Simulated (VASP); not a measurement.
# Te2Pt in VASP: relaxation of the atoms with PBE+D3(BJ)

Aim: the relaxation of the atoms of Te2Pt with PBE+D3(BJ).

Program: VASP 6.6.1. These are calculated values, not measurements. Logs are shortened: lines on timing, memory, paths and dates and some standing lists are left out, and cuts for length are marked.

### 1 The cell of the first run

The cell holds a slab with vacuum, 6 atoms: a = 4.018 Å, b = 4.018 Å, c = 27.818 Å, α = 90.00°, β = 90.00°, γ = 120.00°.

### 2 Relaxation of the atoms, PBE+D3(BJ)

INCAR reads:

```
SYSTEM = Te2Pt
  PREC = Accurate
  ENCUT = 450
  EDIFF = 1E-7
  ISMEAR = 0
  SIGMA = 0.05
  LREAL = .False.
  LASPH = .True.
  NELM = 120
  ALGO = Normal
  ISIF = 2
  LWAVE = .False.
  LCHARG = .False.
  LDIPOL = .True.
  IDIPOL = 3
  DIPOL = 0.5 0.5 0.500
  GGA = PE
  IVDW = 12
  IBRION = 2
  NSW = 60
  EDIFFG = -0.04
  GGA_COMPAT = .False.
  NELMIN = 4
  NELMDL = -8
```

KPOINTS reads:

```
regular mesh
0
Gamma
  9 9 1
  0 0 0
```

POSCAR reads:

```
Te2Pt
1.0
    4.0179999700      0.0000000000      0.0000000000
   -2.0089999800      3.4796900500      0.0000000000
    0.0000000000      0.0000000000     27.8180002160
Te Pt
4 2
Direct
    0.6666666700      0.3333333300      0.3594794709
    0.3333333300      0.6666666700      0.4531598205
    0.6666666700      0.3333333300      0.5468401795
    0.3333333300      0.6666666700      0.6405205291
    0.0000000000      0.0000000000      0.4063196504
    0.0000000000      0.0000000000      0.5936803496
```

Potentials or basis: VASP PAW PBE potentials, release 64 (Te, Pt).

Started as:

```
$ cat potpaw_PBE.64/Te/POTCAR potpaw_PBE.64/Pt/POTCAR > POTCAR
$ mpirun -np 1 vasp_std > vasp.out
```

OUTCAR:

```text
SYSTEM = Te2Pt
   PREC = Accurate
   ENCUT = 450
   EDIFF = 1E-7
   ISMEAR = 0
   LREAL = .False.
   LASPH = .True.
   NELM = 120
   ISIF = 2
   GGA = PE
   IVDW = 12
   IBRION = 2
   NSW = 60
   EDIFFG = -0.04
   NELMIN = 4
   NELMDL = -8
 IVDW          = 12

 ion  position               nearest neighbor table
   1  0.667  0.333  0.359-   5 2.66   5 2.66   5 2.66   2 3.49   2 3.49   2 3.49
   2  0.333  0.667  0.453-   5 2.66   5 2.66   5 2.66   1 3.49   1 3.49   1 3.49   3 3.49   3 3.49
                             3 3.49
   3  0.667  0.333  0.547-   6 2.66   6 2.66   6 2.66   4 3.49   4 3.49   4 3.49   2 3.49   2 3.49
                             2 3.49
   4  0.333  0.667  0.641-   6 2.66   6 2.66   6 2.66   3 3.49   3 3.49   3 3.49
   5  0.000  0.000  0.406-   2 2.66   2 2.66   2 2.66   1 2.66   1 2.66   1 2.66
   6  0.000  0.000  0.594-   3 2.66   3 2.66   3 2.66   4 2.66   4 2.66   4 2.66

  LATTYP: Found a hexagonal cell.
 ALAT       =     4.0179999700
 C/A-ratio  =     6.9233450532

  Lattice vectors:

 A1 = (   4.0179999700,   0.0000000000,   0.0000000000)
 A2 = (  -2.0089999800,   3.4796900500,   0.0000000000)
 A3 = (   0.0000000000,   0.0000000000,  27.8180002160)

Analysis of symmetry for initial positions (statically):
=====================================================================
 Subroutine PRICEL returns:
 Original cell was already a primitive cell.

 Routine SETGRP: Setting up the symmetry group for a
 hexagonal supercell.

 Subroutine GETGRP returns: Found 12 space group operations
 (whereof 12 operations were pure point group operations)
 out of a pool of 24 trial point group operations.

The static configuration has the point symmetry D_3d.

Analysis of symmetry for dynamics (positions and initial velocities):
=====================================================================
 Subroutine PRICEL returns:
 Original cell was already a primitive cell.

 Routine SETGRP: Setting up the symmetry group for a
 hexagonal supercell.

 Subroutine GETGRP returns: Found 12 space group operations
 (whereof 12 operations were pure point group operations)
 out of a pool of 24 trial point group operations.

The dynamic configuration has the point symmetry D_3d.

 Subroutine INISYM returns: Found 12 space group operations
 (whereof 12 operations are pure point group operations),
 and found     1 'primitive' translations

----------------------------------------------------------------------------------------

                                     Primitive cell

  volume of cell :     388.9344

  direct lattice vectors                    reciprocal lattice vectors
     4.017999970  0.000000000  0.000000000     0.248880042  0.143690959  0.000000000
    -2.008999980  3.479690050  0.000000000     0.000000000  0.287381918  0.000000000
     0.000000000  0.000000000 27.818000216     0.000000000  0.000000000  0.035947947

  length of vectors
     4.017999970  4.017999971 27.818000216     0.287381918  0.287381918  0.035947947

  position of ions in fractional coordinates (direct lattice)
     0.666666670  0.333333330  0.359479471
     0.333333330  0.666666670  0.453159820
     0.666666670  0.333333330  0.546840180
     0.333333330  0.666666670  0.640520529
     0.000000000  0.000000000  0.406319650
     0.000000000  0.000000000  0.593680350

  ion indices of the primitive-cell ions
   primitive index   ion index
                 1           1
                 2           2
                 3           3
                 4           4
                 5           5
                 6           6

----------------------------------------------------------------------------------------

 KPOINTS: regular mesh

Automatic generation of k-mesh.
 Grid dimensions read from file:
 generate k-points for:    9    9    1

 Generating k-lattice:

  Cartesian coordinates                     Fractional coordinates (reciprocal lattice)
     0.027653338  0.015965662  0.000000000     0.111111111  0.000000000  0.000000000
     0.000000000  0.031931324  0.000000000     0.000000000  0.111111111  0.000000000
     0.000000000  0.000000000  0.035947947     0.000000000  0.000000000  1.000000000

  Length of vectors
     0.031931324  0.031931324  0.035947947

  Shift w.r.t. Gamma in fractional coordinates (k-lattice)
     0.000000000  0.000000000  0.000000000

 Subroutine IBZKPT returns following result:
 ===========================================

 Found     12 irreducible k-points:

 Following reciprocal coordinates:
            Coordinates               Weight
  0.000000  0.000000  0.000000      1.000000
  0.111111  0.000000  0.000000      6.000000
  0.222222  0.000000  0.000000      6.000000
  0.333333  0.000000  0.000000      6.000000
  0.444444  0.000000  0.000000      6.000000
  0.111111  0.111111  0.000000      6.000000
  0.222222  0.111111  0.000000     12.000000
  0.333333  0.111111  0.000000     12.000000
  0.444444  0.111111  0.000000      6.000000
  0.222222  0.222222  0.000000      6.000000
  0.333333  0.222222  0.000000     12.000000
  0.333333  0.333333  0.000000      2.000000
   k-points           NKPTS =     12   k-points in BZ     NKDIM =     12   number of bands    NBANDS=     26
   number of dos      NEDOS =    301   number of ions     NIONS =      6
   total plane-waves  NPLWV = 150528
   dimension x,y,z NGX =    28 NGY =   28 NGZ =  192
   dimension x,y,z NGXF=    56 NGYF=   56 NGZF=  384
   ions per type =               4   2
   NGX,Y,Z   is equivalent  to a cutoff of  11.59, 11.59, 11.47 a.u.
   NGXF,Y,Z  is equivalent  to a cutoff of  23.17, 23.17, 22.95 a.u.
 SYSTEM =  Te2Pt
   PREC   = accura    normal or accurate (medium, high low for compatibility)
   ISTART =      0    job   : 0-new  1-cont  2-samecut
   ICHARG =      2    charge: 1-file 2-atom 10-const
   ISPIN  =      1    spin polarized calculation?
   LNONCOLLINEAR =      F non collinear calculations
   LSORBIT =      F    spin-orbit coupling
   LASPH  =      T    aspherical Exc in radial PAW
   ENCUT  =  450.0 eV  33.07 Ry    5.75 a.u.   6.95  6.95 48.12*2*pi/ulx,y,z
   NELM   =    120;   NELMIN=  4; NELMDL= -8     # of ELM steps
   EDIFF  = 0.1E-06   stopping-criterion for ELM
   LREAL  =      F    real-space projection
   EDIFFG = -.4E-01   stopping-criterion for IOM
   NSW    =     60    number of steps for IOM
   IBRION =      2    ionic relax: 0-MD 1-quasi-New 2-CG
   NFREE  =      1    steps in history (QN), initial steepest desc. (CG)
   ISIF   =      2    stress and relaxation
   ISYM   =      2    0-nonsym 1-usesym 2-fastsym
   POTIM  = 0.5000    time-step for ionic-motion
   TEBEG  =    0.0;   TEEND  =   0.0 temperature during run
   PSTRESS=    0.0 pullay stress
   NELECT =      44.0000    total number of electrons
   NUPDOWN=      -1.0000    fix difference up-down
   EMIN   =  10.00;   EMAX   =-10.00  energy-range for DOS
   EFERMI =   0.00;   METHOD = LEGACY
   ISMEAR =     0;   SIGMA  =   0.05  broadening in eV -4-tet -1-fermi 0-gaus
   EFERMI_NEDOS =   21; number of points for ismear=-14 and -15
   IALGO  =     38    algorithm
   IMIX   =      4    mixing-type and parameters
     AMIX     =   0.40;   BMIX     =  1.00
     AMIX_MAG =   1.60;   BMIX_MAG =  1.00
  volume/ion in A,a.u.               =      64.82       437.44
  Fermi-wavevector in a.u.,A,eV,Ry     =   0.791772  1.496233  8.529536  0.626903
  Thomas-Fermi vector in A             =   1.897379
   LORBIT       =      0    0 simple, 1 ext, 2 COOP (PROOUT), +10 PAW based schemes
   GGA     = PE    functional components
   LHFCALC =     F    Hartree Fock is set to
   AEXX    =    0.0000 exact exchange contribution
   IVDW    =    12    specifies the selected vdW correction
   LEPSILON=     F    determine dielectric tensor
   LRPA    =     F    only Hartree local field effects (RPA)
 conjugate gradient relaxation of ions
 non-spin polarized calculation
 Gauss-broadening in eV      SIGMA  =   0.05
  energy-cutoff  :      450.00
  volume of cell :      388.93
 maximum number of plane-waves:      8487
 NGX is ok and might be reduce to    28
   NGX = 13   NGY = 13   NGZ = 97

--------------------------------------- Ionic step        1  -------------------------------------------

 number of electron      44.0000000 magnetization

 Free energy of the ion-electron system (eV)
  ---------------------------------------------------
  ext. energy  EPLUGINS =         0.00000000
  ---------------------------------------------------
  free energy    TOTEN  =       -26.80525019 eV

  energy without entropy =      -26.80058108  energy(sigma->0) =      -26.80291563

------------------------ aborting loop because EDIFF is reached ----------------------------------------

 Edisp (eV)   -2.67830

 E8    (eV) :    -1.2702
[... 123 lines left out ...]
--------------------------------------- Ionic step        4  -------------------------------------------

 number of electron      44.0000009 magnetization

 dipolmoment           0.000000      0.000000     -0.000000 electrons x Angstroem

------------------------ aborting loop because EDIFF is reached ----------------------------------------

 Edisp (eV)   -2.67268

 E8    (eV) :    -1.2682
[... 35 lines left out ...]
--------------------------------------- Ionic step        5  -------------------------------------------

 number of electron      44.0000007 magnetization

 dipolmoment           0.000000      0.000000      0.000000 electrons x Angstroem

 Free energy of the ion-electron system (eV)
  ---------------------------------------------------
  ext. energy  EPLUGINS =         0.00000000
  ---------------------------------------------------
  free energy    TOTEN  =       -26.95883365 eV

  energy without entropy =      -26.95266975  energy(sigma->0) =      -26.95575170

 E-fermi :   0.7294     XC(G=0):  -4.4967

 val. band max:        0.7038848573   @ k =   0.3333   0.3333   0.0000
 cond. band min:       0.7583059493   @ k =   0.2222   0.0000   0.0000
 fundamental gap:      0.0544210920
 Fermi energy:         0.7294293680

 k-point     1 :       0.0000    0.0000    0.0000
  band No.  band energies     occupation
      1     -13.2426      2.00000
      2     -12.6350      2.00000
      3     -11.2555      2.00000
      4     -10.4019      2.00000
      5      -5.6273      2.00000
      6      -5.0405      2.00000
[... 337 lines left out ...]
     25       2.1522      0.00000
     26       2.1522      0.00000

------------------------ aborting loop because EDIFF is reached ----------------------------------------

 vacuum level on the upper side and lower side of the slab       (xc-potential included)        -0.109        -0.109

 Edisp (eV)   -2.67299

 E8    (eV) :    -1.2684

  FORCE on cell =-STRESS in cart. coord.  units (eV):
  Direction    XX          YY          ZZ          XY          YZ          ZX
  --------------------------------------------------------------------------------------
  -------------------------------------------------------------------------------------
  Total      -0.48147    -0.48147    -0.21287    -0.00000     0.00000     0.00000
  in kB      -1.98337    -1.98337    -0.87689    -0.00000     0.00000     0.00000
  external pressure =       -1.61 kB  Pullay stress =        0.00 kB
[... 21 lines left out ...]
  FREE ENERGIE OF THE ION-ELECTRON SYSTEM (eV)
  ---------------------------------------------------
  free  energy   TOTEN  =       -29.6318208371 eV

  energy  without entropy=      -29.6256569380  energy(sigma->0) =      -29.62873889

 reached required accuracy - stopping structural energy minimisation

 vacuum level on the upper side and lower side of the slab         4.802         4.802
```

Run time: 5.7 min. Hardware: 1 thread of Intel Xeon Platinum 8488C (Sapphire Rapids), shared host; peak memory 0.46 GiB.

Results:

```
Free energy                  : -29.6318 eV
Energy gained by relaxing    : 24.7 meV/atom
Ionic steps                  : 5
Largest force after relaxing : 0.023 eV/Å
Band gap on the k mesh       : zero (bands 22 and 23 overlap by 0.24 eV)
Dispersion energy per atom   : -0.445 eV
```

Forces in eV/Å, atoms in the order of the input:
```
Te   0.000  0.000  0.008
Te   0.000  0.000  0.023
Te   0.000  0.000 -0.023
Te   0.000  0.000 -0.008
Pt   0.000  0.000  0.014
Pt   0.000  0.000 -0.014
```

The path:
| step | energy change (eV) | largest force (eV/Å) | pressure (GPa) |
| --- | --- | --- | --- |
| 1 | 0.0000 | 1.0148 | 1.39 |
| 2 | -0.1236 | 0.4014 | 0.44 |
| 3 | -0.1466 | 0.1173 | -0.16 |
| 4 | -0.1466 | 0.1238 | -0.13 |
| 5 | -0.1483 | 0.0234 | -0.16 |

Final structure:
```
CELL_PARAMETERS angstrom
4.01800 0.00000 0.00000
-2.00900 3.47969 0.00000
0.00000 0.00000 27.81800
ATOMIC_POSITIONS crystal
Te 0.66667 0.33333 0.35664
Te 0.33333 0.66667 0.45581
Te 0.66667 0.33333 0.54419
Te 0.33333 0.66667 0.64336
Pt 0.00000 0.00000 0.40716
Pt 0.00000 0.00000 0.59284
```

Caveat: spin-orbit coupling is left out, which moves the levels of the heavy elements.
